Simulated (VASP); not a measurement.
Here is a VASP 6.6.1 calculation.

Contents of INCAR:

```
SYSTEM = YB6
  ALGO = Normal
  EDIFF = 1E-6
  ENCUT = 520
  GGA = PS
  ISIF = 2
  ISMEAR = 0
  LASPH = .TRUE.
  LCHARG = .TRUE.
  LELF = .TRUE.
  LREAL = .FALSE.
  LVHAR = .TRUE.
  LWAVE = .FALSE.
  NBANDS = 24
  NELM = 100
  PREC = Accurate
  SIGMA = 0.1
```

Contents of KPOINTS:

```
k-points
0
G
  10 10 10
  0 0 0
```

File POSCAR:

```
YB6
1.0
    4.0756601420      0.0000000000      0.0000000000
    0.0000000000      4.0756601420      0.0000000000
    0.0000000000      0.0000000000      4.0756601420
Y B
1 6
Direct
    0.0000000000      0.0000000000      0.0000000000
    0.1987965434      0.5000000000      0.5000000000
    0.5000000000      0.1987965434      0.5000000000
    0.8012034566      0.5000000000      0.5000000000
    0.5000000000      0.8012034566      0.5000000000
    0.5000000000      0.5000000000      0.1987965434
    0.5000000000      0.5000000000      0.8012034566
```

Potentials or basis: VASP PAW PBE potentials, release 64 (Y_sv, B).

Run with:

```bash
$ cat potpaw_PBE.64/Y_sv/POTCAR potpaw_PBE.64/B/POTCAR > POTCAR
$ mpirun -np 1 vasp_std > vasp.out
```

(1) Predict the pressure.

(2) What does it give for the largest force?

## Answers

(1) 0.2 GPa.

(2) 0.028 eV/Å.

Caveat: the PAW data sets were made with another functional, which shifts forces and pressure a little.
